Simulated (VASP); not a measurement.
Set up this calculation in VASP 6.6.1, as the native input.

```
Task                   : relaxation of cell and atoms
Functional             : PBEsol
Potentials or basis    : VASP PAW PBE potentials, release 64 (Be)
Cutoff                 : 600 eV
k mesh                 : 21 × 21 × 12
Occupations            : gaussian, width 0.1 eV
Spin                   : no spin polarisation
Dipole correction      : no
Further INCAR settings : ALGO = Normal; EDIFF = 1e-06; IBRION = 2; EDIFFG = -0.005; NSW = 100; ISIF = 3
```

The structure of Be lies in POSCAR:

```
Be
1.0
    2.2853000000      0.0000000000      0.0000000000
   -1.1426500000      1.9791278553      0.0000000000
    0.0000000000      0.0000000000      3.5842000000
Be
2
Direct
    0.3333333333      0.6666666667      0.2500000000
    0.6666666667      0.3333333333      0.7500000000
```

The input as run:

INCAR

```
SYSTEM = Be
PREC     = Accurate       ! precision mode
ENCUT    = 600            ! plane-wave cutoff, eV
EDIFF    = 1E-6           ! SCF threshold, eV
ISMEAR   = 0              ! smearing method
SIGMA    = 0.1            ! smearing width, eV
LREAL    = .False.        ! projectors in reciprocal space
LASPH    = .True.         ! aspherical terms in the spheres
NELM     = 80             ! most SCF steps
ALGO     = Normal         ! electronic algorithm
ISIF     = 3              ! what is computed and relaxed
LWAVE    = .False.        ! write WAVECAR
LCHARG   = .False.        ! write CHGCAR
GGA      = PS             ! functional
IBRION   = 2              ! ionic algorithm
NSW      = 100            ! ionic steps
EDIFFG   = -0.005         ! ionic threshold
```

KPOINTS

```
Automatic mesh
0
Gamma
  21 21 12
  0 0 0
```

Potentials or basis: VASP PAW PBE potentials, release 64 (Be).

Run with:

```console
$ cat potpaw_PBE.64/Be/POTCAR > POTCAR
$ mpirun -np 1 vasp_std > vasp.out
```

It gave:

```json
{"Relaxed volume": "7.85 Å³/atom", "Relaxed cell": "a = 2.257 Å, b = 2.257 Å, c = 3.561 Å, α = 90.00°, β = 90.00°, γ = 120.00°", "Space group after relaxing (to 0.1 Å)": "P6_3/mmc (No. 194)", "Energy gained by relaxing": "3.0 meV/atom", "Ionic steps": "5", "Pressure after relaxing": "0.1 GPa", "Band gap on the k mesh": "zero (bands 2 and 3 overlap by 2.09 eV)"}
```

Caveat: the PAW data sets were made with another functional, which shifts forces and pressure a little.

Run time: 32 s on 1 thread of Intel(R) Xeon(R) Platinum 8488C (Sapphire Rapids), with other jobs on the host, peak memory 0.15 GiB.
